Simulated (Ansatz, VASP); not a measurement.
Mg6BiMo in VASP and in Ansatz

```
Bi Mo Mg
1.0
     5.09639    0.00000    0.00000
     0.00000    3.14628    5.31756
     0.00000   -3.14628    5.31756
Bi Mo Mg
1 1 6
Cartesian
  2.5835 -0.0122 7.1378
  0.0045 -0.0200 8.8495
  2.5559 0.0322 1.7547
  2.5331 1.6849 4.4024
  2.5246 -1.6403 4.3606
  -0.0054 -0.0338 3.5676
  -0.0482 1.6509 6.1612
  0.0503 -1.5859 6.1464
```

Change from the starting cell: atoms moved at random, drawn with an rms of 0.05 Å.

Alike in both runs: task single point; functional PBE; k mesh 5 × 5 × 5; occupations fermi-dirac, width 0.05 eV; no spin polarisation.

|  | VASP | Ansatz |
| --- | --- | --- |
| version | VASP 6.6.1 | Ansatz 0.2.0 |
| potentials or method | VASP PAW PBE potentials, release 64 (Bi_d, Mo_sv, Mg) | Ansatz PAW |
| plane-wave cutoff (eV) | 520 | 420 |
| valence electrons in the cell | 41 | 89 |

Ansatz gave:

```
gap on the k mesh at the Fermi level (eV)                     : none
pressure (GPa)                                                : 0.0
traceless stress, the component that is largest in VASP (GPa) : -0.40
rms of the force components (eV/Å)                            : 0.106
```

Q: Estimate VASP's values.

A: gap on the k mesh at the Fermi level (eV): none; pressure (GPa): -0.1; traceless stress, the component that is largest in VASP (GPa): -0.38; rms of the force components (eV/Å): 0.106.

Atom by atom the forces differ by 0.001 eV/Å (rms over components). A gap of «none» marks a metal or a gap that the smearing closes. VASP's potentials hold 41 valence electrons a cell and Ansatz's 89, so a difference there can come from the potentials and not from the codes.

Spin-orbit coupling is off throughout.
